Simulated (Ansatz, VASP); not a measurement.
## Sn5Ge9C6 in VASP and in Ansatz

```xyz
20
Lattice="3.1187 3.1870 5.6887 -2.5562 -2.6072 5.1032 8.1607 -5.1550 2.8352" Properties=species:S:1:pos:R:3 pbc="T T T"
C     5.3480   -3.2659    2.6203
C     7.6123   -1.9590    5.2993
C     3.6256   -2.4146   10.6913
C     4.6886   -3.2805   10.1619
C     3.9738   -6.0501    7.1055
C     4.4869   -3.8081    3.6794
Ge    5.0591   -4.9961    5.5957
Ge    0.5380   -2.2146    7.9290
Ge    3.3708   -2.7187    4.9662
Ge    8.4606   -4.6298    8.0331
Ge    3.2123    0.6466    8.2317
Ge    6.8701   -3.3877    6.5489
Ge    2.2551   -1.1885    9.5938
Ge    9.5170   -3.3895    9.9302
Ge    1.6294   -1.2166    4.0157
Sn    7.9849   -5.0496    2.7925
Sn    6.0152   -2.1259    8.7205
Sn    6.7179   -5.8022    9.5928
Sn    4.5546   -0.9243    6.6210
Sn    1.6506   -4.2500    6.4604
```

Alike in both runs: functional PBE; k mesh 3 × 4 × 2; occupations gaussian, width 0.1 eV; no spin polarisation.

Ansatz relaxed the structure, and its values are those at the end. VASP's run is a single point on that final structure, the one shown.

|  | VASP | Ansatz |
| --- | --- | --- |
| version | VASP 6.6.1 | Ansatz 0.2.0 |
| potentials or method | VASP PAW PBE potentials, release 64 (C, Ge_d, Sn_d), cutoff 600 eV | scalar-relativistic, plane waves, PAW |
| valence electrons in the cell | 220 | 220 |

```tsv
	VASP	Ansatz	Ansatz less VASP
gap on the k mesh at the Fermi level (eV)	none	none	-
pressure (GPa)	0.0	0.0	+0.02
rms of the force components (eV/Å)	0.015	0.011	-0.0037
```

A gap of «none» marks a metal or a gap that the smearing closes.
